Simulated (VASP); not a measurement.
**Fe: single point with PBEsol**

The system is Fe.

```xyz
2
Lattice="2.3849 0.0000 0.0000 -1.1924 2.0654 0.0000 0.0000 0.0000 3.7642" Properties=species:S:1:pos:R:3 pbc="T T T"
Fe    0.0000    1.3769    0.9410
Fe    1.1924    0.6885    2.8231
```

This cell differs from its parent crystal: volume scaled by 0.9405.

```yaml
Program: VASP 6.6.1
Task: single point
Functional: PBEsol
Potentials_or_basis: VASP PAW PBE potentials, release 64 (Fe)
Cutoff: 520 eV
k_mesh: 17 × 17 × 10
Occupations: fermi-dirac, width 0.08 eV
Spin: no spin polarisation
```

| Property | Result |
| --- | --- |
| Pressure | 20.7 GPa |
| Band gap on the k mesh | zero (band 8 reaches 8.84 eV, above the bottom of band 9 at 6.73 eV) |

Stress tensor (GPa, compression positive):
```
20.07  0.00  0.00
 0.00 20.07  0.00
 0.00  0.00 21.82
```

Levels at points of the mesh, in eV from the Fermi level:
```tsv
k point	band 6	band 7	band 8	band 9	band 10	band 11
(0.00, 0.00, 0.00)	-1.37	-1.37	-0.98	-0.98	0.57	0.82
(0.00, 0.00, 0.50)	-2.05	-2.05	-2.05	0.37	0.37	0.37
```

It took 26 s on 1 thread of AMD EPYC 9R14 (Zen 4) (shared host), peak memory 0.13 GiB.

Caveat: the PAW data sets were made with another functional, which shifts forces and pressure a little; the run has no spin polarisation, though such a crystal can be magnetic. Spin polarisation is off, so any magnetic state and its effect on volume and gap are missing.
